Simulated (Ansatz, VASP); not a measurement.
# Two plane-wave programs on ScRu3

File INCAR:

```
  PREC = Accurate
  ENCUT = 520
  EDIFF = 1E-7
  ISMEAR = 0
  SIGMA = 0.1
  LREAL = F
  LASPH = T
  NELM = 60
  ALGO = Normal
  ISIF = 2
  LWAVE = F
  LCHARG = F
  GGA = PE
  NBANDS = 34
```

KPOINTS

```
regular mesh
0
Gamma
  6 6 6
```

File POSCAR:

```
ScRu3
1.0
   -1.9492590400      1.9492590400      4.0222911800
    1.9492590400     -1.9492590400      4.0222911800
    1.9492590400      1.9492590400     -4.0222911800
Sc Ru
1 3
Direct
    0.0000000000      0.0000000000      0.0000000000
    0.7500000000      0.2500000000      0.5000000000
    0.2500000000      0.7500000000      0.5000000000
    0.5000000000      0.5000000000      0.0000000000
```

Input for Ansatz:

```yaml
crystal:
  lattice:
    - [-1.94925904, 1.94925904, 4.02229118]
    - [1.94925904, -1.94925904, 4.02229118]
    - [1.94925904, 1.94925904, -4.02229118]
  atoms:
    - { symbol: Sc, position: [0.0, 0.0, 0.0] }
    - { symbol: Ru, position: [0.75, 0.25, 0.5] }
    - { symbol: Ru, position: [0.25, 0.75, 0.5] }
    - { symbol: Ru, position: [0.5, 0.5, 0.0] }
basis:
  ecutwfc: 420
kpoints:
  mp_grid: { grid: [6, 6, 6] }
hamiltonian:
  xc: pbe
scf:
  occupations: { method: gaussian, width: 0.1 }
  lower_state_search: "off"
output:
  forces: true
  stress: true
  eigenvalues: true
```

Alike in both runs: task single point; functional PBE; k mesh 6 × 6 × 6; occupations gaussian, width 0.1 eV; no spin polarisation.

|  | VASP | Ansatz |
| --- | --- | --- |
| version | VASP 6.6.1 | Ansatz 0.2.0 |
| potentials or method | VASP PAW PBE potentials, release 64 (Sc_sv, Ru_pv), cutoff 520 eV | scalar-relativistic, plane waves, PAW |
| valence electrons in the cell | 53 | 59 |

Ansatz gave:

* gap on the k mesh at the Fermi level (eV): none
* pressure (GPa): -1.8
* traceless stress, the component that is largest in VASP (GPa): 0.36

Q: Which values does VASP return?

A: gap on the k mesh at the Fermi level (eV): none; pressure (GPa): -1.6; traceless stress, the component that is largest in VASP (GPa): 0.35.

A gap of «none» marks a metal or a gap that the smearing closes. The functional is the same, so the differences come from potentials, cutoffs and numerics. VASP's potentials hold 53 valence electrons a cell and Ansatz's 59, so a difference there can come from the potentials and not from the codes.

The k mesh is coarse, so the values compare programs but aren't converged.
